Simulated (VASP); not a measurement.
# LiF (P4_32_12) in VASP: notebook

LiF is run at these levels: PBE; tasks: relaxation of shape and atoms at fixed volume.

Program: VASP 6.6.1. These are calculated values, not measurements. Logs are shortened: lines on timing, memory, paths and dates and some standing lists are left out, and cuts for length are marked.

### 1 The cell of the first run

It takes space group P4_32_12 (No. 96, tetragonal). Conventional cell: a = 5.150 Å, b = 5.150 Å, c = 2.714 Å, α = 90.00°, β = 90.00°, γ = 90.00°. Within 2.4 Å of Li (site symmetry 2) lie 4 F at 1.83 to 1.84 Å. F (site symmetry 2) has 4 Li at 1.83 to 1.84 Å within 2.4 Å.

### 2 Relaxation of shape and atoms at fixed volume, PBE (9.00 Å³/atom)

INCAR

```
PREC = Accurate
ENCUT = 600
EDIFF = 1E-7
ISMEAR = 0
SIGMA = 0.02
LREAL = False
LASPH = True
NELM = 100
ALGO = Normal
ISIF = 4
LWAVE = False
LCHARG = False
GGA = PE
IBRION = 2
NSW = 50
EDIFFG = -0.01
```

KPOINTS

```
regular mesh
0
Gamma
  4 4 8
```

POSCAR

```
LiF
1.0
    5.1495309985      0.0000000000      0.0000000000
    0.0000000000      5.1495309985      0.0000000000
    0.0000000000      0.0000000000      2.7137470941
Li F
4 4
Direct
    0.6628204763      0.3371795237      0.2500000000
    0.3371795237      0.6628204763      0.7500000000
    0.1628204763      0.1628204763      0.0000000000
    0.8371795237      0.8371795237      0.5000000000
    0.8304200624      0.1695799376      0.7500000000
    0.1695799376      0.8304200624      0.2500000000
    0.3304200624      0.3304200624      0.5000000000
    0.6695799376      0.6695799376      0.0000000000
```

Potentials or basis: VASP PAW PBE potentials, release 64 (Li_sv, F).

Launch:

```console
> cat potpaw_PBE.64/Li_sv/POTCAR potpaw_PBE.64/F/POTCAR > POTCAR
> mpirun -np 1 vasp_std > vasp.out
```

OUTCAR:

```text
PREC = Accurate
   ENCUT = 600
   EDIFF = 1E-7
   ISMEAR = 0
   LREAL = False
   LASPH = True
   NELM = 100
   ISIF = 4
   GGA = PE
   IBRION = 2
   NSW = 50
   EDIFFG = -0.01

 ion  position               nearest neighbor table
   1  0.663  0.337  0.250-   5 1.83   5 1.83   8 1.84   7 1.84
   2  0.337  0.663  0.750-   6 1.83   6 1.83   8 1.84   7 1.84
   3  0.163  0.163  0.000-   7 1.83   7 1.83   5 1.84   6 1.84
   4  0.837  0.837  0.500-   8 1.83   8 1.83   5 1.84   6 1.84
   5  0.830  0.170  0.750-   1 1.83   1 1.83   4 1.84   3 1.84
   6  0.170  0.830  0.250-   2 1.83   2 1.83   4 1.84   3 1.84
   7  0.330  0.330  0.500-   3 1.83   3 1.83   1 1.84   2 1.84
   8  0.670  0.670  0.000-   4 1.83   4 1.83   1 1.84   2 1.84

  LATTYP: Found a simple tetragonal cell.
 ALAT       =     5.1495309985
 C/A-ratio  =     0.5269891753

  Lattice vectors:

 A1 = (   5.1495309985,   0.0000000000,   0.0000000000)
 A2 = (   0.0000000000,   5.1495309985,   0.0000000000)
 A3 = (   0.0000000000,   0.0000000000,   2.7137470941)

Analysis of symmetry for initial positions (statically):
=====================================================================
 Subroutine PRICEL returns:
 Original cell was already a primitive cell.

 Routine SETGRP: Setting up the symmetry group for a
 simple tetragonal supercell.

 Subroutine GETGRP returns: Found  8 space group operations
 (whereof  2 operations were pure point group operations)
 out of a pool of 16 trial point group operations.

The static configuration has the point symmetry C_2 .
 The point group associated with its full space group is D_4 .

Analysis of symmetry for dynamics (positions and initial velocities):
=====================================================================
 Subroutine PRICEL returns:
 Original cell was already a primitive cell.

 Routine SETGRP: Setting up the symmetry group for a
 simple tetragonal supercell.

 Subroutine GETGRP returns: Found  8 space group operations
 (whereof  2 operations were pure point group operations)
 out of a pool of 16 trial point group operations.

The dynamic configuration has the point symmetry C_2 .
 The point group associated with its full space group is D_4 .

 Subroutine INISYM returns: Found  8 space group operations
 (whereof  2 operations are pure point group operations),
 and found     1 'primitive' translations

----------------------------------------------------------------------------------------

                                     Primitive cell

  volume of cell :      71.9622

  direct lattice vectors                    reciprocal lattice vectors
     5.149530999  0.000000000  0.000000000     0.194192442  0.000000000  0.000000000
     0.000000000  5.149530999  0.000000000     0.000000000  0.194192442  0.000000000
     0.000000000  0.000000000  2.713747094     0.000000000  0.000000000  0.368494176

  length of vectors
     5.149530999  5.149530999  2.713747094     0.194192442  0.194192442  0.368494176

  position of ions in fractional coordinates (direct lattice)
     0.662820476  0.337179524  0.250000000
     0.337179524  0.662820476  0.750000000
     0.162820476  0.162820476  0.000000000
     0.837179524  0.837179524  0.500000000
     0.830420062  0.169579938  0.750000000
     0.169579938  0.830420062  0.250000000
     0.330420062  0.330420062  0.500000000
     0.669579938  0.669579938  0.000000000

  ion indices of the primitive-cell ions
   primitive index   ion index
                 1           1
                 2           2
[... 86 lines left out ...]
   POTIM  = 0.5000    time-step for ionic-motion
   TEBEG  =    0.0;   TEEND  =   0.0 temperature during run
   PSTRESS=    0.0 pullay stress
   NELECT =      40.0000    total number of electrons
   NUPDOWN=      -1.0000    fix difference up-down
   EMIN   =  10.00;   EMAX   =-10.00  energy-range for DOS
   EFERMI =   0.00;   METHOD = LEGACY
   ISMEAR =     0;   SIGMA  =   0.02  broadening in eV -4-tet -1-fermi 0-gaus
   EFERMI_NEDOS =   21; number of points for ismear=-14 and -15
   IALGO  =     38    algorithm
   IMIX   =      4    mixing-type and parameters
     AMIX     =   0.40;   BMIX     =  1.00
     AMIX_MAG =   1.60;   BMIX_MAG =  1.00
  volume/ion in A,a.u.               =       9.00        60.70
  Fermi-wavevector in a.u.,A,eV,Ry     =   1.346046  2.543658 24.651580  1.811840
  Thomas-Fermi vector in A             =   2.473910
   LORBIT       =      0    0 simple, 1 ext, 2 COOP (PROOUT), +10 PAW based schemes
   GGA     = PE    functional components
   LHFCALC =     F    Hartree Fock is set to
   AEXX    =    0.0000 exact exchange contribution
   IVDW    =     0    specifies the selected vdW correction
   LEPSILON=     F    determine dielectric tensor
   LRPA    =     F    only Hartree local field effects (RPA)
 conjugate gradient relaxation of ions
 non-spin polarized calculation
 Gauss-broadening in eV      SIGMA  =   0.02
  energy-cutoff  :      600.00
  volume of cell :       71.96
 maximum number of plane-waves:      2427
 NGX is ok and might be reduce to    42
   NGX = 21   NGY = 21   NGZ = 11

--------------------------------------- Ionic step        1  -------------------------------------------

 number of electron      39.9999989 magnetization

 Free energy of the ion-electron system (eV)
  ---------------------------------------------------
  ext. energy  EPLUGINS =         0.00000000
  ---------------------------------------------------
  free energy    TOTEN  =       -37.87954252 eV

  energy without entropy =      -37.87954252  energy(sigma->0) =      -37.87954252

------------------------ aborting loop because EDIFF is reached ----------------------------------------

  FORCE on cell =-STRESS in cart. coord.  units (eV):
  Direction    XX          YY          ZZ          XY          YZ          ZX
  --------------------------------------------------------------------------------------
  -------------------------------------------------------------------------------------
  Total        3.7330191      3.7330191      3.9336491      0.0000000      0.0000000      0.0000000
  in kB       83.1124473     83.1124473     87.5793013      0.0000000      0.0000000      0.0000000
  external PRESSURE =      84.6013986 kB  Pullay stress =       0.0000000 kB

 VOLUME and BASIS-vectors are now :
 -----------------------------------------------------------------------------
  energy-cutoff  :      600.00
  volume of cell :       71.96
      direct lattice vectors                 reciprocal lattice vectors
     5.149530999  0.000000000  0.000000000     0.194192442  0.000000000  0.000000000
     0.000000000  5.149530999  0.000000000     0.000000000  0.194192442  0.000000000
     0.000000000  0.000000000  2.713747094     0.000000000  0.000000000  0.368494176

 POSITION                                       TOTAL-FORCE (eV/Angst)
 -----------------------------------------------------------------------------------
      3.41321      1.73632      0.67844        -0.012845      0.012845     -0.000000
      1.73632      3.41321      2.03531         0.012845     -0.012845     -0.000000
      0.83845      0.83845      0.00000        -0.012845     -0.012845      0.000000
      4.31108      4.31108      1.35687         0.012845      0.012845      0.000000
      4.27627      0.87326      2.03531         0.001664     -0.001664      0.000000
      0.87326      4.27627      0.67844        -0.001664      0.001664      0.000000
      1.70151      1.70151      1.35687         0.001664      0.001664      0.000000
      3.44802      3.44802      0.00000        -0.001664     -0.001664      0.000000
 -----------------------------------------------------------------------------------
    total drift:                               -0.000001      0.000001     -0.000000

  FREE ENERGIE OF THE ION-ELECTRON SYSTEM (eV)
  ---------------------------------------------------
  free  energy   TOTEN  =       -37.8795425160 eV

  energy  without entropy=      -37.8795425160  energy(sigma->0) =      -37.87954252

--------------------------------------- Ionic step        2  -------------------------------------------

 number of electron      39.9999991 magnetization

 Free energy of the ion-electron system (eV)
  ---------------------------------------------------
  ext. energy  EPLUGINS =         0.00000000
  ---------------------------------------------------
  free energy    TOTEN  =       -37.87971321 eV

  energy without entropy =      -37.87971321  energy(sigma->0) =      -37.87971321

 E-fermi :  -1.6338     XC(G=0):  -9.2717

 val. band max:       -1.7376219094   @ k =   0.2500   0.2500   0.0000
 cond. band min:       6.2800045362   @ k =   0.0000   0.0000   0.0000
 fundamental gap:      8.0176264456
 Fermi energy:        -1.6338480852

 k-point     1 :       0.0000    0.0000    0.0000
  band No.  band energies     occupation
      1     -42.3579      2.00000
      2     -42.2953      2.00000
      3     -42.2953      2.00000
      4     -42.2952      2.00000
      5     -21.5533      2.00000
      6     -21.3064      2.00000
[... 661 lines left out ...]
     24      11.2562      0.00000
     25      13.0193      0.00000

 [... further k-points ...]
[... 5 lines left out ...]
  --------------------------------------------------------------------------------------
  -------------------------------------------------------------------------------------
  Total        3.7581897      3.7581897      3.8694552      0.0000000      0.0000000      0.0000000
  in kB       83.6728490     83.6728490     86.1500789      0.0000000      0.0000000      0.0000000
  external PRESSURE =      84.4985923 kB  Pullay stress =       0.0000000 kB

 VOLUME and BASIS-vectors are now :
 -----------------------------------------------------------------------------
  energy-cutoff  :      600.00
  volume of cell :       71.96
      direct lattice vectors                 reciprocal lattice vectors
     5.147455089 -0.000000000  0.000000000     0.194270758  0.000000000  0.000000000
     0.000000000  5.147455089 -0.000000000     0.000000000  0.194270758  0.000000000
     0.000000000  0.000000000  2.715936382     0.000000000  0.000000000  0.368197137

 POSITION                                       TOTAL-FORCE (eV/Angst)
 -----------------------------------------------------------------------------------
      3.41122      1.73624      0.67898        -0.005659      0.005659     -0.000000
      1.73624      3.41122      2.03695         0.005659     -0.005659      0.000000
      0.83749      0.83749     -0.00000        -0.005659     -0.005659     -0.000000
      4.30996      4.30996      1.35797         0.005659      0.005659     -0.000000
      4.27463      0.87282      2.03695        -0.004414      0.004414     -0.000000
      0.87282      4.27463      0.67898         0.004414     -0.004414      0.000000
      1.70090      1.70090      1.35797        -0.004414     -0.004414      0.000000
      3.44655      3.44655     -0.00000         0.004414      0.004414     -0.000000
 -----------------------------------------------------------------------------------
    total drift:                               -0.000001      0.000001      0.000000

  FREE ENERGIE OF THE ION-ELECTRON SYSTEM (eV)
  ---------------------------------------------------
  free  energy   TOTEN  =       -37.8797132102 eV

  energy  without entropy=      -37.8797132102  energy(sigma->0) =      -37.87971321

 reached required accuracy - stopping structural energy minimisation
```

Wall time 2.4 min (1 thread of Intel Xeon 8259CL, shared host); peak memory 0.22 GiB.

Results:

| Property | Result |
| --- | --- |
| Free energy | -37.8797 eV |
| Energy gained by relaxing | 0.0 meV/atom |
| Ionic steps | 2 |
| Pressure after relaxing | 8.4 GPa |
| Largest force after relaxing | 0.008 eV/Å |
| Band gap on the k mesh | 8.02 eV (least direct gap 8.06 eV) |

Forces on the atoms (eV/Å):
```
Li  -0.006  0.006  0.000
Li   0.006 -0.006  0.000
Li  -0.006 -0.006  0.000
Li   0.006  0.006  0.000
F   -0.004  0.004  0.000
F    0.004 -0.004  0.000
F   -0.004 -0.004  0.000
F    0.004  0.004  0.000
```

Step by step:
| step | energy change (eV) | largest force (eV/Å) | pressure (GPa) | volume (Å³) |
| --- | --- | --- | --- | --- |
| 1 | 0.0000 | 0.0182 | 8.46 | 71.96 |
| 2 | -0.0002 | 0.0080 | 8.45 | 71.96 |

Final structure:
```
Li F
1.0
     5.14746    0.00000    0.00000
     0.00000    5.14746    0.00000
     0.00000    0.00000    2.71594
Li F
4 4
Direct
  0.66270 0.33730 0.25000
  0.33730 0.66270 0.75000
  0.16270 0.16270 0.00000
  0.83730 0.83730 0.50000
  0.83044 0.16956 0.75000
  0.16956 0.83044 0.25000
  0.33044 0.33044 0.50000
  0.66956 0.66956 0.00000
```

Levels at points of the mesh, in eV from the valence-band top:
```csv
k point,band 16,band 17,band 18,band 19,band 20,band 21,band 22,band 23,band 24,band 25
"(0.00, 0.00, 0.00)",-0.22,-0.10,-0.10,-0.07,-0.04,8.02,11.03,12.94,12.94,12.96
"(0.50, 0.00, 0.00)",-0.46,-0.21,-0.21,-0.05,-0.05,9.27,9.27,12.25,12.25,15.07
"(0.50, 0.50, 0.00)",-0.67,-0.05,-0.05,-0.05,-0.05,9.41,9.41,11.65,11.65,16.45
"(0.00, 0.00, 0.50)",-1.35,-0.53,-0.53,-0.06,-0.06,11.40,11.40,12.88,12.88,15.19
"(0.50, 0.00, 0.50)",-1.00,-0.66,-0.66,-0.19,-0.19,11.38,11.38,13.94,13.94,14.17
"(0.50, 0.50, 0.50)",-1.24,-0.51,-0.51,-0.51,-0.51,12.42,12.42,12.42,12.42,14.65
```

Caveat: the cutoff is under 1.25 times the usual one of these potentials, so pressure, stress and relaxed cells hold a basis-set (Pulay) error.

### 3 Relaxation of shape and atoms at fixed volume, PBE (9.30 Å³/atom)

This run uses another cell than the first one, of 9.30 Å³/atom.

INCAR

```
SYSTEM = LiF
PREC = Accurate ; ENCUT = 600
EDIFF = 1E-7 ; ISMEAR = 0
SIGMA = 0.02 ; LREAL = .False.
LASPH = .True. ; NELM = 80
ALGO = Normal ; ISIF = 4
LWAVE = .False. ; LCHARG = .False.
GGA = PE ; IBRION = 2
NSW = 50 ; EDIFFG = -0.01
```

KPOINTS

```
Automatic mesh
0
Gamma
  4 4 8
  0 0 0
```

POSCAR

```
LiF
1.0
    5.2110243413      0.0000000000      0.0000000000
    0.0000000000      5.2110243413      0.0000000000
    0.0000000000      0.0000000000      2.7404207140
Li F
4 4
Direct
    0.6629868498      0.3370131502      0.2500000000
    0.3370131502      0.6629868498      0.7500000000
    0.1629868498      0.1629868498      0.0000000000
    0.8370131502      0.8370131502      0.5000000000
    0.8306830353      0.1693169647      0.7500000000
    0.1693169647      0.8306830353      0.2500000000
    0.3306830353      0.3306830353      0.5000000000
    0.6693169647      0.6693169647      0.0000000000
```

Potentials or basis: VASP PAW PBE potentials, release 64 (Li_sv, F).

Launch:

```console
> cat potpaw_PBE.64/Li_sv/POTCAR potpaw_PBE.64/F/POTCAR > POTCAR
> mpirun -np 1 vasp_std > vasp.out
```

It took 2.4 min on 1 thread of Intel Xeon 8259CL, shared host; peak memory 0.21 GiB.

Results (log left out):

```yaml
Free_energy: -37.9978 eV
Energy_gained_by_relaxing: 0.0 meV/atom
Ionic_steps: 2
Pressure_after_relaxing: 5.7 GPa
Largest_force_after_relaxing: 0.007 eV/Å
Band_gap_on_the_k_mesh: 7.84 eV (least direct gap 7.87 eV)
```

Forces on the atoms (eV/Å):
```
Li  -0.005  0.005  0.000
Li   0.005 -0.005  0.000
Li  -0.005 -0.005  0.000
Li   0.005  0.005  0.000
F   -0.003  0.003  0.000
F    0.003 -0.003  0.000
F   -0.003 -0.003  0.000
F    0.003  0.003  0.000
```

Stress tensor (GPa, compression positive):
```
5.61 0.00 0.00
0.00 5.61 0.00
0.00 0.00 5.82
```

Step by step:
| step | energy change (eV) | largest force (eV/Å) | pressure (GPa) | volume (Å³) |
| --- | --- | --- | --- | --- |
| 1 | 0.0000 | 0.0149 | 5.69 | 74.42 |
| 2 | -0.0001 | 0.0073 | 5.68 | 74.42 |

Final structure:
```cif
data_structure
_symmetry_space_group_name_H-M 'P 1'
_symmetry_Int_Tables_number 1
_cell_length_a 5.2092
_cell_length_b 5.2092
_cell_length_c 2.7423
_cell_angle_alpha 90.000
_cell_angle_beta 90.000
_cell_angle_gamma 90.000
_cell_volume 74.42
loop_
_atom_site_label
_atom_site_type_symbol
_atom_site_fract_x
_atom_site_fract_y
_atom_site_fract_z
_atom_site_occupancy
Li1 Li 0.66289 0.33711 0.25000 1
Li2 Li 0.33711 0.66289 0.75000 1
Li3 Li 0.16289 0.16289 0.00000 1
Li4 Li 0.83711 0.83711 0.50000 1
F1 F 0.83070 0.16930 0.75000 1
F2 F 0.16930 0.83070 0.25000 1
F3 F 0.33070 0.33070 0.50000 1
F4 F 0.66930 0.66930 0.00000 1
```

Levels at points of the mesh, in eV from the valence-band top:
```
           k point  band 16  band 17  band 18  band 19  band 20  band 21  band 22  band 23  band 24  band 25
(0.00, 0.00, 0.00)    -0.22    -0.10    -0.10    -0.06    -0.03     7.84    10.85    12.70    12.71    12.71
(0.50, 0.00, 0.00)    -0.45    -0.20    -0.20    -0.04    -0.04     9.10     9.10    12.01    12.01    14.79
(0.50, 0.50, 0.00)    -0.65    -0.05    -0.05    -0.05    -0.05     9.27     9.27    11.37    11.37    16.17
(0.00, 0.00, 0.50)    -1.29    -0.52    -0.52    -0.07    -0.07    11.26    11.26    12.67    12.67    14.91
(0.50, 0.00, 0.50)    -0.96    -0.63    -0.63    -0.19    -0.19    11.23    11.23    13.70    13.70    13.94
(0.50, 0.50, 0.50)    -1.19    -0.49    -0.49    -0.49    -0.49    12.24    12.24    12.24    12.24    14.39
```

Caveat: the cutoff is under 1.25 times the usual one of these potentials, so pressure, stress and relaxed cells hold a basis-set (Pulay) error. A k mesh can miss the band edges.

(Part 1 of 2 ends here.)
